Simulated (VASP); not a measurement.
**Zn: single point with PBE**

The system is Zn.

```xyz
2
Lattice="2.4754 -1.4746 0.6078 2.4754 1.4746 0.6078 -0.9572 0.0000 3.9053" Properties=species:S:1:pos:R:3 pbc="T T T"
Zn    0.5861    0.0000    1.1790
Zn    3.4073    0.0000    3.9418
```

```yaml
Program: VASP 6.6.1
Task: single point
Functional: PBE
Potentials_or_basis: VASP PAW PBE potentials, release 64 (Zn)
Cutoff: 520 eV
k_mesh: 6 × 6 × 4
Occupations: gaussian, width 0.1 eV
Spin: no spin polarisation
Dipole_correction: no
Further_INCAR_settings: ALGO = Normal; EDIFF = 1e-07; NBANDS = 19
```

```
Pressure               : 0.3 GPa
Band gap on the k mesh : zero (band 12 reaches 4.23 eV, above the bottom of band 13 at 1.82 eV)
```

Stress tensor (GPa, compression positive):
```
 0.33  0.00 -0.08
 0.00  0.07  0.00
-0.08  0.00  0.45
```

Levels at points of the mesh, in eV from the Fermi level:
```tsv
k point	band 10	band 11	band 12	band 13	band 14	band 15
(0.00, 0.00, 0.00)	-7.16	-7.16	-1.58	1.16	11.68	11.72
(0.50, 0.00, 0.00)	-7.02	-3.97	-3.79	4.22	5.49	6.10
(0.50, 0.50, 0.00)	-7.02	-3.96	-3.77	4.24	5.51	6.04
(0.00, 0.00, 0.50)	-7.25	-7.25	-7.25	11.74	11.74	13.81
(0.50, 0.00, 0.50)	-7.22	-2.39	-2.39	-0.57	-0.57	9.07
(0.50, 0.50, 0.50)	-7.22	-2.37	-2.37	-0.55	-0.54	9.02
```

Wall time 16 s on 1 thread of Intel(R) Xeon(R) Platinum 8259CL CPU @ 2.50GHz (Skylake/Cascade Lake) (shared host), peak memory 0.15 GiB.

Caveat: the k points lie up to 0.41 Å⁻¹ apart.
